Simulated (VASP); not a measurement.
Wanted: the native input for a VASP 6.6.1 run.

```yaml
Task: single point
Functional: r2SCAN
Potentials_or_basis: VASP PAW PBE potentials, release 64 (Pt)
Cutoff: 520 eV
k_mesh: 8 × 8 × 8
Occupations: fermi-dirac, width 0.05 eV
Spin: no spin polarisation
Dipole_correction: no
Further_INCAR_settings: ALGO = Normal; EDIFF = 1e-06; NBANDS = 11
```

The system is Pt.

```
Pt
1.0
     2.56872    0.00000    0.00000
     0.00000    2.56872    0.00000
     0.00000    0.00000    2.56872
Pt
1
Direct
  0.00000 0.00000 0.00000
```

The input as run:

POSCAR

```
Pt
1.0
    2.5687193857      0.0000000000      0.0000000000
    0.0000000000      2.5687193857      0.0000000000
    0.0000000000      0.0000000000      2.5687193857
Pt
1
Direct
    0.0000000000      0.0000000000      0.0000000000
```

INCAR.step1

```
ALGO = Normal
EDIFF = 1E-4
ENCUT = 520
GGA = PE
ISMEAR = -1
LASPH = T
LCHARG = F
LREAL = F
LWAVE = T
NBANDS = 11
NELM = 80
PREC = Accurate
SIGMA = 0.05
```

INCAR.step2

```
ALGO = Normal
EDIFF = 1E-6
ENCUT = 520
ISIF = 2
ISMEAR = -1
ISTART = 1
LASPH = T
LCHARG = F
LMIXTAU = T
LREAL = F
LWAVE = F
METAGGA = R2SCAN
NBANDS = 11
NELM = 80
PREC = Accurate
SIGMA = 0.05
```

KPOINTS

```
k-points
0
Gamma
  8 8 8
```

Potentials or basis: VASP PAW PBE potentials, release 64 (Pt).

Launch:

```console
$ cat potpaw_PBE.64/Pt/POTCAR > POTCAR
$ cp INCAR.step1 INCAR
$ mpirun -np 1 vasp_std > vasp.out
$ cp INCAR.step2 INCAR
$ mpirun -np 1 vasp_std > vasp.out
```

Results of the run:

The pressure is 10.6 GPa and the band gap on the k mesh is zero (band 5 reaches 11.43 eV, above the bottom of band 6 at 7.89 eV).

Caveat: the PAW data sets were made with another functional, which shifts forces and pressure a little; spin-orbit coupling is left out, which moves the levels of the heavy elements.

It took 9.5 s on 1 thread of Intel(R) Xeon(R) 6975P-C (Granite Rapids) (shared host), peak memory 0.12 GiB.
